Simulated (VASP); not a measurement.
# Sn (Fd-3m) in VASP: further runs

Sn is run at these levels: PBEsol; tasks: single point, relaxation of cell and atoms.

Everything below comes from runs of VASP 6.6.1. Logs are shortened: lines on timing, memory, paths and dates and some standing lists are left out, and cuts for length are marked.

### Step 1. The cell of the first run

The structure is cubic, space group Fd-3m (No. 227). Conventional cell: a = 6.663 Å, b = 6.663 Å, c = 6.663 Å, α = 90.00°, β = 90.00°, γ = 90.00°. Sn (site symmetry -43m) has 4 Sn at 2.89 Å within 3.8 Å.

### Step 2. Single point, PBEsol

Input file INCAR:

```
SYSTEM = Sn
ALGO = Fast
EDIFF = 1E-7
ENCUT = 520
GGA = PS
ISIF = 2
ISMEAR = 0
LASPH = .TRUE.
LCHARG = .FALSE.
LREAL = .FALSE.
LWAVE = .FALSE.
NBANDS = 21
NELM = 80
PREC = Accurate
SIGMA = 0.1
```

Input file KPOINTS:

```
k-points
0
G
  12 12 12
  0 0 0
```

Input file POSCAR:

```
Sn
1.0
    0.0000000000      3.3316262109      3.3316262109
    3.3316262109      0.0000000000      3.3316262109
    3.3316262109      3.3316262109      0.0000000000
Sn
2
Direct
    0.0000000000      0.0000000000      0.0000000000
    0.2500000000      0.2500000000      0.2500000000
```

Potentials or basis: VASP PAW PBE potentials, release 64 (Sn_d).

Launch:

```bash
> cat potpaw_PBE.64/Sn_d/POTCAR > POTCAR
> mpirun -np 1 vasp_std > vasp.out
```

OUTCAR:

```text
SYSTEM = Sn
   EDIFF = 1E-7
   ENCUT = 520
   GGA = PS
   ISIF = 2
   ISMEAR = 0
   LASPH = .TRUE.
   LREAL = .FALSE.
   NELM = 80
   PREC = Accurate

 ion  position               nearest neighbor table
   1  0.000  0.000  0.000-   2 2.89   2 2.89   2 2.89   2 2.89
   2  0.250  0.250  0.250-   1 2.89   1 2.89   1 2.89   1 2.89

  LATTYP: Found a face centered cubic cell.
 ALAT       =     6.6632524218

  Lattice vectors:

 A1 = (   0.0000000000,   3.3316262109,   3.3316262109)
 A2 = (   3.3316262109,   0.0000000000,   3.3316262109)
 A3 = (   3.3316262109,   3.3316262109,   0.0000000000)

Analysis of symmetry for initial positions (statically):
=====================================================================
 Subroutine PRICEL returns:
 Original cell was already a primitive cell.

 Routine SETGRP: Setting up the symmetry group for a
 face centered cubic supercell.

 Subroutine GETGRP returns: Found 48 space group operations
 (whereof 24 operations were pure point group operations)
 out of a pool of 48 trial point group operations.

The static configuration has the point symmetry T_d .
 The point group associated with its full space group is O_h .

Analysis of symmetry for dynamics (positions and initial velocities):
=====================================================================
 Subroutine PRICEL returns:
 Original cell was already a primitive cell.

 Routine SETGRP: Setting up the symmetry group for a
 face centered cubic supercell.

 Subroutine GETGRP returns: Found 48 space group operations
 (whereof 24 operations were pure point group operations)
 out of a pool of 48 trial point group operations.

The dynamic configuration has the point symmetry T_d .
 The point group associated with its full space group is O_h .

 Subroutine INISYM returns: Found 48 space group operations
 (whereof 24 operations are pure point group operations),
 and found     1 'primitive' translations

----------------------------------------------------------------------------------------

                                     Primitive cell

  volume of cell :      73.9603

  direct lattice vectors                    reciprocal lattice vectors
     0.000000000  3.331626211  3.331626211    -0.150076860  0.150076860  0.150076860
     3.331626211  0.000000000  3.331626211     0.150076860 -0.150076860  0.150076860
     3.331626211  3.331626211  0.000000000     0.150076860  0.150076860 -0.150076860

  length of vectors
     4.711630972  4.711630972  4.711630972     0.259940746  0.259940746  0.259940746

  position of ions in fractional coordinates (direct lattice)
     0.000000000  0.000000000  0.000000000
     0.250000000  0.250000000  0.250000000

  ion indices of the primitive-cell ions
   primitive index   ion index
                 1           1
                 2           2

----------------------------------------------------------------------------------------

 KPOINTS: k-points

Automatic generation of k-mesh.
 Grid dimensions read from file:
 generate k-points for:   12   12   12

 Generating k-lattice:

  Cartesian coordinates                     Fractional coordinates (reciprocal lattice)
    -0.012506405  0.012506405  0.012506405     0.083333333  0.000000000  0.000000000
     0.012506405 -0.012506405  0.012506405     0.000000000  0.083333333  0.000000000
     0.012506405  0.012506405 -0.012506405     0.000000000  0.000000000  0.083333333

  Length of vectors
     0.021661729  0.021661729  0.021661729

  Shift w.r.t. Gamma in fractional coordinates (k-lattice)
     0.000000000  0.000000000  0.000000000

 Subroutine IBZKPT returns following result:
 ===========================================

 Found     72 irreducible k-points:

 Following reciprocal coordinates:
            Coordinates               Weight
  0.000000  0.000000  0.000000      1.000000
  0.083333  0.000000  0.000000      8.000000
  0.166667  0.000000  0.000000      8.000000
  0.250000  0.000000  0.000000      8.000000
  0.333333  0.000000  0.000000      8.000000
  0.416667  0.000000  0.000000      8.000000
[... 16 lines left out ...]
  0.500000  0.166667  0.000000     24.000000
 -0.416667  0.166667  0.000000     24.000000
 [... further k-points ...]
   k-points           NKPTS =     72   k-points in BZ     NKDIM =     72   number of bands    NBANDS=     21
   number of dos      NEDOS =    301   number of ions     NIONS =      2
   total plane-waves  NPLWV =  46656
   dimension x,y,z NGX =    36 NGY =   36 NGZ =   36
   dimension x,y,z NGXF=    72 NGYF=   72 NGZF=   72
   ions per type =               2
   NGX,Y,Z   is equivalent  to a cutoff of  12.70, 12.70, 12.70 a.u.
   NGXF,Y,Z  is equivalent  to a cutoff of  25.40, 25.40, 25.40 a.u.
 SYSTEM =  Sn
   PREC   = accura    normal or accurate (medium, high low for compatibility)
   ISTART =      0    job   : 0-new  1-cont  2-samecut
   ICHARG =      2    charge: 1-file 2-atom 10-const
   ISPIN  =      1    spin polarized calculation?
[... 38 lines left out ...]
 Gauss-broadening in eV      SIGMA  =   0.10
  energy-cutoff  :      520.00
  volume of cell :       73.96
 maximum number of plane-waves:      2012
   NGX = 17   NGY = 17   NGZ = 17

 number of electron      28.0000010 magnetization

 Free energy of the ion-electron system (eV)
  ---------------------------------------------------
  ext. energy  EPLUGINS =         0.00000000
  ---------------------------------------------------
  free energy    TOTEN  =        -8.43878963 eV

  energy without entropy =       -8.43751583  energy(sigma->0) =       -8.43815273

 E-fermi :   4.6475     XC(G=0):  -8.7250

 val. band max:        4.6389342694   @ k =  -0.0833   0.0833   0.0000
 cond. band min:       4.6491856475   @ k =   0.0833   0.0000   0.0000
 fundamental gap:      0.0102513781
 Fermi energy:         4.6474752821

 k-point     1 :       0.0000    0.0000    0.0000
  band No.  band energies     occupation
      1     -16.7754      2.00000
      2     -16.7754      2.00000
      3     -16.7754      2.00000
      4     -16.7252      2.00000
      5     -16.7252      2.00000
      6     -16.4732      2.00000
[... 13 lines left out ...]
     20      12.4668      0.00000
     21      12.4669      0.00000

 k-point     2 :       0.0833    0.0000    0.0000
  band No.  band energies     occupation
      1     -16.7798      2.00000
      2     -16.7798      2.00000
      3     -16.7740      2.00000
      4     -16.7193      2.00000
      5     -16.7193      2.00000
      6     -16.4868      2.00000
[... 13 lines left out ...]
     20      11.9198      0.00000
     21      11.9198      0.00000

 k-point     3 :       0.1667    0.0000    0.0000
  band No.  band energies     occupation
      1     -16.7883      2.00000
      2     -16.7883      2.00000
      3     -16.7699      2.00000
      4     -16.7066      2.00000
      5     -16.7066      2.00000
      6     -16.5007      2.00000
[... 13 lines left out ...]
     20      11.4930      0.00000
     21      11.4930      0.00000

 k-point     4 :       0.2500    0.0000    0.0000
  band No.  band energies     occupation
      1     -16.7960      2.00000
      2     -16.7960      2.00000
      3     -16.7643      2.00000
      4     -16.6936      2.00000
      5     -16.6936      2.00000
      6     -16.5124      2.00000
[... 13 lines left out ...]
     20      11.4509      0.00000
     21      11.4509      0.00000

 k-point     5 :       0.3333    0.0000    0.0000
  band No.  band energies     occupation
      1     -16.8013      2.00000
      2     -16.8013      2.00000
      3     -16.7584      2.00000
      4     -16.6837      2.00000
      5     -16.6837      2.00000
      6     -16.5206      2.00000
[... 13 lines left out ...]
     20      11.8543      0.00000
     21      11.8543      0.00000
[... 382 lines left out ...]
     20      12.1143      0.00000
     21      12.8225      0.00000

 k-point    22 :       0.4167    0.1667    0.0000
  band No.  band energies     occupation
      1     -16.8182      2.00000
      2     -16.8054      2.00000
      3     -16.7438      2.00000
      4     -16.6724      2.00000
      5     -16.6498      2.00000
      6     -16.5706      2.00000
[... 13 lines left out ...]
     20      12.5274      0.00000
     21      13.3265      0.00000

 k-point    23 :       0.5000    0.1667    0.0000
  band No.  band energies     occupation
      1     -16.8232      2.00000
      2     -16.8093      2.00000
      3     -16.7311      2.00000
      4     -16.6620      2.00000
      5     -16.6528      2.00000
      6     -16.5639      2.00000
[... 13 lines left out ...]
     20      12.9510      0.00000
     21      13.3156      0.00000

 k-point    24 :      -0.4167    0.1667    0.0000
  band No.  band energies     occupation
      1     -16.8238      2.00000
      2     -16.8115      2.00000
      3     -16.7251      2.00000
      4     -16.6626      2.00000
      5     -16.6550      2.00000
      6     -16.5488      2.00000
[... 13 lines left out ...]
     20      12.3180      0.00000
     21      12.4639      0.00000

 [... further k-points ...]

------------------------ aborting loop because EDIFF is reached ----------------------------------------

  FORCE on cell =-STRESS in cart. coord.  units (eV):
  Direction    XX          YY          ZZ          XY          YZ          ZX
  --------------------------------------------------------------------------------------
  -------------------------------------------------------------------------------------
  Total       -0.9604409     -0.9604409     -0.9604409      0.0000000      0.0000000     -0.0000000
  in kB      -20.8057033    -20.8057033    -20.8057033      0.0000000      0.0000000     -0.0000000
  external PRESSURE =     -20.8057033 kB  Pullay stress =       0.0000000 kB

 VOLUME and BASIS-vectors are now :
 -----------------------------------------------------------------------------
  energy-cutoff  :      520.00
  volume of cell :       73.96
      direct lattice vectors                 reciprocal lattice vectors
     0.000000000  3.331626211  3.331626211    -0.150076860  0.150076860  0.150076860
     3.331626211  0.000000000  3.331626211     0.150076860 -0.150076860  0.150076860
     3.331626211  3.331626211  0.000000000     0.150076860  0.150076860 -0.150076860

 POSITION                                       TOTAL-FORCE (eV/Angst)
 -----------------------------------------------------------------------------------
      0.00000      0.00000      0.00000         0.000000      0.000000      0.000000
      1.66581      1.66581      1.66581        -0.000000     -0.000000     -0.000000
 -----------------------------------------------------------------------------------
    total drift:                                0.000000      0.000000      0.000000

  FREE ENERGIE OF THE ION-ELECTRON SYSTEM (eV)
  ---------------------------------------------------
  free  energy   TOTEN  =        -8.4387896281 eV

  energy  without entropy=       -8.4375158314  energy(sigma->0) =       -8.43815273
```

Run time: 1.7 min. Hardware: 1 thread of Intel Xeon 6975P-C, shared host; peak memory 0.25 GiB.

Results:

| Property | Result |
| --- | --- |
| Free energy | -8.4388 eV |
| Pressure | -2.1 GPa |
| Band gap on the k mesh | zero (band 14 reaches 4.77 eV, above the bottom of band 15 at 4.48 eV) |

Caveat: the PAW data sets were made with another functional, which shifts forces and pressure a little; spin-orbit coupling is left out, which moves the levels of the heavy elements.

### Step 3. Relaxation of cell and atoms, PBEsol, target pressure -2 GPa, at which the enthalpy is minimised

This run uses another cell than the first one, of 35.65 Å³/atom, 0.964 times its volume.

Input file INCAR:

```
PREC     = Accurate       # precision mode
ENCUT    = 600            # plane-wave cutoff, eV
EDIFF    = 1E-6           # SCF threshold, eV
ISMEAR   = 0              # smearing method
SIGMA    = 0.1            # smearing width, eV
LREAL    = False          # projectors in reciprocal space
LASPH    = True           # aspherical terms in the spheres
NELM     = 60             # most SCF steps
ALGO     = Fast           # electronic algorithm
ISIF     = 3              # what is computed and relaxed
LWAVE    = False          # write WAVECAR
LCHARG   = False          # write CHGCAR
GGA      = PS             # functional
IBRION   = 2              # ionic algorithm
NSW      = 70             # ionic steps
EDIFFG   = -0.008         # ionic threshold
PSTRESS  = -20.0
```

Input file KPOINTS:

```
Automatic mesh
0
Gamma
  12 12 12
```

Input file POSCAR:

```
Sn
1.0
    0.0000000000      3.2913188308      3.2913188308
    3.2913188308      0.0000000000      3.2913188308
    3.2913188308      3.2913188308      0.0000000000
Sn
2
Direct
    0.0000000000      0.0000000000      0.0000000000
    0.2500000000      0.2500000000      0.2500000000
```

Potentials or basis: VASP PAW PBE potentials, release 64 (Sn_d).

Launch:

```bash
> cat potpaw_PBE.64/Sn_d/POTCAR > POTCAR
> mpirun -np 1 vasp_std > vasp.out
```

It took 4.1 min on 1 thread of Intel Xeon 6975P-C, shared host; peak memory 0.31 GiB.

It converged, with:

* Free energy: -8.4397 eV
* Relaxed volume: 36.95 Å³/atom
* Relaxed cell: a = 4.711 Å, b = 4.711 Å, c = 4.711 Å, α = 60.00°, β = 60.00°, γ = 60.00°
* Space group after relaxing (to 0.05 Å): Fd-3m (No. 227)
* Energy change on relaxing (the enthalpy is what falls): +11.6 meV/atom
* Ionic steps: 3
* Pressure after relaxing: -2.0 GPa
* Band gap on the k mesh: zero (band 14 reaches 4.78 eV, above the bottom of band 15 at 4.49 eV)

Step by step:
| step | energy change (eV) | largest force (eV/Å) | pressure (GPa) | volume (Å³) |
| --- | --- | --- | --- | --- |
| 1 | 0.0000 | 0.0000 | -0.83 | 71.31 |
| 2 | 0.0248 | 0.0000 | -2.05 | 74.03 |
| 3 | 0.0232 | 0.0000 | -2.01 | 73.91 |

Final structure:
```yaml
crystal:
  lattice:
    - [0.00000, 3.33085, 3.33085]
    - [3.33085, 0.00000, 3.33085]
    - [3.33085, 3.33085, 0.00000]
  atoms:
    - { symbol: Sn, position: [0.00000, 0.00000, 0.00000] }
    - { symbol: Sn, position: [0.25000, 0.25000, 0.25000] }
```

Levels at points of the mesh, in eV from the Fermi level:
```tsv
k point	band 11	band 12	band 13	band 14	band 15	band 16	band 17	band 18
(0.00, 0.00, 0.00)	-10.09	-1.18	0.13	0.13	0.13	2.17	2.17	2.17
(0.50, 0.00, 0.00)	-8.62	-6.01	-0.96	-0.96	-0.16	3.21	3.21	5.60
(0.50, 0.50, 0.00)	-7.24	-7.24	-2.19	-2.19	0.88	0.88	7.25	7.25
```

Caveat: the cell is relaxed towards a set pressure, so the enthalpy falls and the energy may rise; the PAW data sets were made with another functional, which shifts forces and pressure a little; spin-orbit coupling is left out, which moves the levels of the heavy elements.

### Step 4. Relaxation of cell and atoms, PBEsol, target pressure 40 GPa, at which the enthalpy is minimised

This run uses another cell than the first one, of 24.96 Å³/atom, 0.675 times its volume.

Input file INCAR:

```
SYSTEM = Sn
PREC = Accurate
ENCUT = 600
EDIFF = 1E-6
ISMEAR = 0
SIGMA = 0.1
LREAL = .False.
LASPH = .True.
NELM = 80
ALGO = Normal
ISIF = 3
LWAVE = .False.
LCHARG = .False.
GGA = PS
IBRION = 2
NSW = 70
EDIFFG = -0.008
PSTRESS = 400.0
```

Input file KPOINTS:

```
regular mesh
0
Gamma
  12 12 12
  0 0 0
```

Input file POSCAR:

```
Sn
1.0
    0.0000000000      2.9223909357      2.9223909357
    2.9223909357      0.0000000000      2.9223909357
    2.9223909357      2.9223909357      0.0000000000
Sn
2
Direct
    0.0000000000      0.0000000000      0.0000000000
    0.2500000000      0.2500000000      0.2500000000
```

Launch:

```bash
> cat potpaw_PBE.64/Sn_d/POTCAR > POTCAR
> mpirun -np 1 vasp_std > vasp.out
```

Wall time 2.8 min (1 thread of Intel Xeon 6975P-C, shared host); peak memory 0.25 GiB.

Results (log left out):

* Free energy: -6.5492 eV
* Relaxed volume: 23.85 Å³/atom
* Relaxed cell: a = 4.071 Å, b = 4.071 Å, c = 4.071 Å, α = 60.00°, β = 60.00°, γ = 60.00°
* Space group after relaxing (to 0.05 Å): Fd-3m (No. 227)
* Energy change on relaxing (the enthalpy is what falls): +245.8 meV/atom
* Ionic steps: 4
* Pressure after relaxing: 40.0 GPa
* Band gap on the k mesh: zero (band 14 reaches 10.31 eV, above the bottom of band 15 at 10.15 eV)

The path:
```tsv
step	energy change (eV)	largest force (eV/Å)	pressure (GPa)	volume (Å³)
1	0.0000	0.0000	31.59	49.92
2	2.8741	0.0000	78.91	41.04
3	0.4638	0.0000	39.46	47.82
4	0.4917	0.0000	39.97	47.70
```

Final structure:
```cif
data_structure
_symmetry_space_group_name_H-M 'P 1'
_symmetry_Int_Tables_number 1
_cell_length_a 4.0709
_cell_length_b 4.0709
_cell_length_c 4.0709
_cell_angle_alpha 60.000
_cell_angle_beta 60.000
_cell_angle_gamma 60.000
_cell_volume 47.70
loop_
_atom_site_label
_atom_site_type_symbol
_atom_site_fract_x
_atom_site_fract_y
_atom_site_fract_z
_atom_site_occupancy
Sn1 Sn 0.00000 0.00000 0.00000 1
Sn2 Sn 0.25000 0.25000 0.25000 1
```

Levels at points of the mesh, in eV from the Fermi level:
```tsv
k point	band 12	band 13	band 14	band 15	band 16	band 17
(0.00, 0.00, 0.00)	0.15	0.15	0.15	2.03	2.08	2.08
(0.50, 0.00, 0.00)	-8.32	-1.79	-1.79	0.87	3.22	3.22
(0.50, 0.50, 0.00)	-9.14	-3.93	-3.93	0.14	0.14	10.13
```

Caveat: the cell is relaxed towards a set pressure, so the enthalpy falls and the energy may rise; the PAW data sets were made with another functional, which shifts forces and pressure a little; spin-orbit coupling is left out, which moves the levels of the heavy elements.

### Step 5. Relaxation of cell and atoms, PBEsol

This run uses another cell than the first one, of 35.45 Å³/atom, 0.959 times its volume.

Input file INCAR:

```
PREC = Accurate ; ENCUT = 600
EDIFF = 1E-7 ; ISMEAR = 0
SIGMA = 0.1 ; LREAL = False
LASPH = True ; NELM = 80
ALGO = Fast ; ISIF = 3
LWAVE = False ; LCHARG = False
GGA = PS ; IBRION = 2
NSW = 100 ; EDIFFG = -0.005
```

Input file KPOINTS:

```
Automatic mesh
0
Gamma
  12 12 12
```

Input file POSCAR:

```
Sn
1.0
    0.0000000000      3.2849869970      3.2849869970
    3.2849869970      0.0000000000      3.2849869970
    3.2849869970      3.2849869970      0.0000000000
Sn
2
Direct
    0.0000000000      0.0000000000      0.0000000000
    0.2500000000      0.2500000000      0.2500000000
```

Launch:

```bash
> cat potpaw_PBE.64/Sn_d/POTCAR > POTCAR
> mpirun -np 1 vasp_std > vasp.out
```

It took 5.1 min on 1 thread of Intel Xeon Platinum 8488C (Sapphire Rapids), shared host; peak memory 0.3 GiB.

Results (log left out):

* Free energy: -8.4664 eV
* Relaxed volume: 34.95 Å³/atom
* Relaxed cell: a = 4.624 Å, b = 4.624 Å, c = 4.624 Å, α = 60.00°, β = 60.00°, γ = 60.00°
* Space group after relaxing (to 0.05 Å): Fd-3m (No. 227)
* Energy gained by relaxing: 0.9 meV/atom
* Ionic steps: 3
* Pressure after relaxing: 0.0 GPa
* Band gap on the k mesh: zero (band 14 reaches 5.34 eV, above the bottom of band 15 at 5.14 eV)

Step by step:
| step | energy change (eV) | largest force (eV/Å) | pressure (GPa) | volume (Å³) |
| --- | --- | --- | --- | --- |
| 1 | 0.0000 | 0.0000 | -0.57 | 70.90 |
| 2 | -0.0016 | 0.0000 | 0.19 | 69.60 |
| 3 | -0.0018 | 0.0000 | 0.02 | 69.91 |

Final structure:
```xyz
2
Lattice="0.0000 3.2696 3.2696 3.2696 0.0000 3.2696 3.2696 3.2696 0.0000" Properties=species:S:1:pos:R:3 pbc="T T T"
Sn    0.0000    0.0000    0.0000
Sn    1.6348    1.6348    1.6348
```

Levels at points of the mesh, in eV from the Fermi level:
```csv
k point,band 12,band 13,band 14,band 15,band 16,band 17
"(0.00, 0.00, 0.00)",-0.83,0.10,0.10,0.10,2.16,2.16
"(0.50, 0.00, 0.00)",-6.22,-1.07,-1.07,-0.09,3.22,3.22
"(0.50, 0.50, 0.00)",-7.44,-2.38,-2.38,0.80,0.80,7.58
```

Caveat: the PAW data sets were made with another functional, which shifts forces and pressure a little; spin-orbit coupling is left out, which moves the levels of the heavy elements.

### Step 6. Summary

| task | cell | cutoff (eV) | gap on the mesh (eV) | pressure (GPa) |
| --- | --- | --- | --- | --- |
| single point | a = 4.712 Å, angles 60.0°, 2 atoms | 520 | none | -2.1 |
| relaxation of cell and atoms | relaxed to -2 GPa from a = 4.655 Å, angles 60.0°, 2 atoms | 600 | none | -2.0 |
| relaxation of cell and atoms | relaxed to 40 GPa from a = 4.133 Å, angles 60.0°, 2 atoms | 600 | none | 40.0 |
| relaxation of cell and atoms | relaxed from a = 4.646 Å, angles 60.0°, 2 atoms | 600 | none | 0.0 |

Alike in all rows: level PBEsol; potentials or basis VASP PAW PBE potentials, release 64 (Sn_d); no spin polarisation; k mesh 12 × 12 × 12; smearing gaussian 0.1 eV.

Caveats: the PAW data sets were made with another functional, which shifts forces and pressure a little; spin-orbit coupling is left out, which moves the levels of the heavy elements; the cell is relaxed towards a set pressure, so the enthalpy falls and the energy may rise (some runs).

Absolute energies hang on the potentials; compare differences alone.
